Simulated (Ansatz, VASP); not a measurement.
# Sb: VASP beside Ansatz

```
Sb
1.0
     2.16153    1.24796    3.67963
    -2.16153    1.24796    3.67963
     0.00000   -2.49592    3.67963
Sb
2
Cartesian
  0.0000 0.0000 2.6074
  0.0000 0.0000 8.4315
```

Alike in both runs: task relaxation of cell and atoms; functional PBE; dispersion D3(BJ); k mesh 12 × 12 × 12; occupations fermi-dirac, width 0.15 eV; no spin polarisation.

|  | VASP | Ansatz |
| --- | --- | --- |
| version | VASP 6.6.1 | Ansatz 0.2.0 |
| potentials or method | VASP PAW PBE potentials, release 64 (Sb), cutoff 600 eV | scalar-relativistic, plane waves, PAW |
| valence electrons in the cell | 10 | 30 |

```csv
,VASP,Ansatz,Ansatz less VASP
"gap on the k mesh at the Fermi level, each at its own relaxed structure (eV)",none,none,-
relaxed volume (Å³/atom),29.57,29.64,+0.065
relaxed length of the cell vector where the two differ most in proportion (Å),4.431,4.439,+0.0080
```

A gap of «none» marks a metal or a gap that the smearing closes. VASP's potentials hold 10 valence electrons a cell and Ansatz's 30, so a difference there can come from the potentials and not from the codes.

Spin-orbit coupling is off throughout.
